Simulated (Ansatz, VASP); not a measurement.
# One calculation of Be3Te, two programs

```
CELL_PARAMETERS angstrom
0.00000 3.04716 3.04716
3.04716 0.00000 3.04716
3.04716 3.04716 0.00000
ATOMIC_POSITIONS crystal
Be 0.50000 0.50000 0.50000
Be 0.25000 0.25000 0.25000
Be 0.75000 0.75000 0.75000
Te 0.00000 0.00000 0.00000
```

Alike in both runs: functional PBE; k mesh 6 × 6 × 6; occupations gaussian, width 0.2 eV; no spin polarisation.

Ansatz relaxed the structure, and its values are those at the end. VASP's run is a single point on that final structure, the one shown.

|  | VASP | Ansatz |
| --- | --- | --- |
| version | VASP 6.6.1 | Ansatz 0.2.0 |
| potentials or method | VASP PAW PBE potentials, release 64 (Be, Te), cutoff 600 eV | scalar-relativistic, plane waves, PAW |
| valence electrons in the cell | 12 | 22 |

Ansatz gave:

```
gap on the k mesh at the Fermi level (eV) : none
pressure (GPa)                            : -0.5
```

Task: Which values does VASP return?

Result: gap on the k mesh at the Fermi level (eV): none; pressure (GPa): -0.4.

A gap of «none» marks a metal or a gap that the smearing closes. VASP's potentials hold 12 valence electrons a cell and Ansatz's 22, so a difference there can come from the potentials and not from the codes.

Spin-orbit coupling is off throughout.
